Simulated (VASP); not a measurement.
BN, 2 atoms in the cell. Symmetry: R3m, No. 160, trigonal system. The conventional cell has a = 2.502 Å, b = 2.502 Å, c = 10.524 Å, α = 90.00°, β = 90.00°, γ = 120.00°. B (site symmetry 3m) has 3 N at 1.44 Å within 1.9 Å. Within 1.9 Å of N (site symmetry 3m) lie 3 B at 1.44 Å.  This cell differs from its parent crystal: strain +0.000 along x and y, +0.040 along z.

- Program: VASP 6.6.1
- Task: single point
- Functional: LDA
- Potentials or basis: VASP PAW LDA potentials, release 64 (B, N)
- Cutoff: 600 eV
- k mesh: 12 × 12 × 12
- Occupations: gaussian, width 0.05 eV
- Spin: no spin polarisation
- Dipole correction: no
- Further INCAR settings: ALGO = Normal; EDIFF = 1e-06; NBANDS = 11

Potentials or basis: VASP PAW LDA potentials, release 64 (B, N).

Command:

```sh
$ cat potpaw_LDA.64/B/POTCAR potpaw_LDA.64/N/POTCAR > POTCAR
$ mpirun -np 1 vasp_std > vasp.out
```

Hardware: 1 thread of Intel Xeon 8259CL, with other jobs on the host.

**Question.** How long does it take, and how much memory?

**Answer.** Run time: 2.6 min on 1 thread of Intel Xeon 8259CL, on a shared host, peak memory 0.18 GiB. Counts: scf iterations 12, k points 189.
